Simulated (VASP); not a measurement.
The system is GeBr2.

```
Ge Br
1.0
     6.55000    0.00000    0.00000
     0.00000    6.55000    0.00000
     0.00000    0.00000    4.25750
Ge Br
2 4
Direct
  0.00000 0.00000 0.00000
  0.50000 0.50000 0.50000
  0.30500 0.30500 0.00000
  0.19500 0.80500 0.50000
  0.69500 0.69500 0.00000
  0.80500 0.19500 0.50000
```

```yaml
Program: VASP 6.6.1
Task: relaxation of cell and atoms
Functional: PBEsol
Potentials_or_basis: VASP PAW PBE potentials, release 64 (Ge_d, Br)
Cutoff: 600 eV
k_mesh: 2 × 2 × 3
Occupations: methfessel-paxton, width 0.02 eV
Spin: no spin polarisation
```

At the start: pressure -0.7 GPa; volume 30.44 Å³/atom.

Where does the relaxation end?

Over 6 steps the energy falls by 8.5 meV/atom and the volume is 29.60 Å³/atom (-2.8 %); space group P4_2/mnm (No. 136, to 0.1 Å) before and after.

Step by step:
```tsv
step	energy change (eV)	largest force (eV/Å)	pressure (GPa)	volume (Å³)
1	0.0000	0.1406	-0.69	182.66
2	-0.0188	0.1622	-0.03	179.22
3	-0.0225	0.1795	0.47	176.83
4	-0.0374	0.1231	0.35	177.08
5	-0.0512	0.0074	0.10	177.56
6	-0.0513	0.0005	0.09	177.59
```

Final structure:
```
Ge Br
1.0
     6.62005    0.00000    0.00000
     0.00000    6.62005    0.00000
     0.00000    0.00000    4.05226
Ge Br
2 4
Cartesian
  0.0000 6.6200 0.0000
  3.3100 3.3100 2.0261
  1.9771 1.9771 4.0523
  1.3330 5.2871 2.0261
  4.6430 4.6430 0.0000
  5.2871 1.3330 2.0261
```

Caveat: the k points lie up to 0.52 Å⁻¹ apart in the final cell; the PAW data sets were made with another functional, which shifts forces and pressure a little.
